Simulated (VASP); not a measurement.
Input of a VASP 6.6.1 run:

POSCAR

```
Al
1.0
    0.0000000000      1.9967029009      1.9967029009
    1.9967029009      0.0000000000      1.9967029009
    1.9967029009      1.9967029009      0.0000000000
Al
1
Direct
    0.0000000000      0.0000000000      0.0000000000
```

INCAR.step1

```
SYSTEM = Al
  PREC = Accurate
  ENCUT = 520
  ISMEAR = -1
  SIGMA = 0.08
  LREAL = .False.
  LASPH = .True.
  NELM = 80
  NBANDS = 8
  GGA = PE
  ALGO = Normal
  EDIFF = 1E-4
  LWAVE = .True.
  LCHARG = .False.
```

Contents of INCAR.step2:

```
SYSTEM = Al
  PREC = Accurate
  ENCUT = 520
  EDIFF = 1E-6
  ISMEAR = -1
  SIGMA = 0.08
  LREAL = .False.
  LASPH = .True.
  NELM = 80
  ALGO = Normal
  ISIF = 2
  LWAVE = .False.
  LCHARG = .False.
  METAGGA = R2SCAN
  LMIXTAU = .True.
  NBANDS = 8
  ISTART = 1
```

KPOINTS

```
regular mesh
0
Gamma
  19 19 19
  0 0 0
```

Potentials or basis: VASP PAW PBE potentials, release 64 (Al).

Launch:

```console
$ cat potpaw_PBE.64/Al/POTCAR > POTCAR
$ cp INCAR.step1 INCAR
$ mpirun -np 1 vasp_std > vasp.out
$ cp INCAR.step2 INCAR
$ mpirun -np 1 vasp_std > vasp.out
```

Question: What does it give for the pressure?

Answer: -0.4 GPa.

Question: Estimate the band gap on the k mesh.

Answer: Zero (an odd number of electrons rules out a gap without spin polarisation).

Caveat: the PAW data sets were made with another functional, which shifts forces and pressure a little.
